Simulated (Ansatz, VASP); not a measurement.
## AlFe2 in VASP and in Ansatz

```
CELL_PARAMETERS angstrom
0.00000 3.35132 3.35132
3.35132 0.00000 3.35132
3.35132 3.35132 0.00000
ATOMIC_POSITIONS crystal
Al 0.25000 0.25000 0.25000
Al 0.00000 0.00000 0.00000
Fe 0.62500 0.12500 0.62500
Fe 0.62500 0.62500 0.12500
Fe 0.12500 0.62500 0.62500
Fe 0.62500 0.62500 0.62500
```

Alike in both runs: task single point; functional PBEsol; k mesh 10 × 10 × 10; occupations gaussian, width 0.1 eV; collinear spin.

|  | VASP | Ansatz |
| --- | --- | --- |
| version | VASP 6.6.1 | Ansatz 0.2.0 |
| potentials or method | VASP PAW PBE potentials, release 64 (Al, Fe), cutoff 520 eV | scalar-relativistic, plane waves, PAW |
| valence electrons in the cell | 38 | 70 |

```csv
,VASP,Ansatz,Ansatz less VASP
gap on the k mesh at the Fermi level (eV),none,none,-
pressure (GPa),-7.4,-7.3,+0.11
net moment per atom (μB),1.14,1.14,-0.005
size of the moment on the site where the two differ most (μB),0.05,0.10,+0.054
```

VASP's potentials were made for PBE, not for PBEsol. Site moments also hang on the region over which each program counts them. A gap of «none» marks a metal or a gap that the smearing closes. VASP's potentials hold 38 valence electrons a cell and Ansatz's 70, so a difference there can come from the potentials and not from the codes.
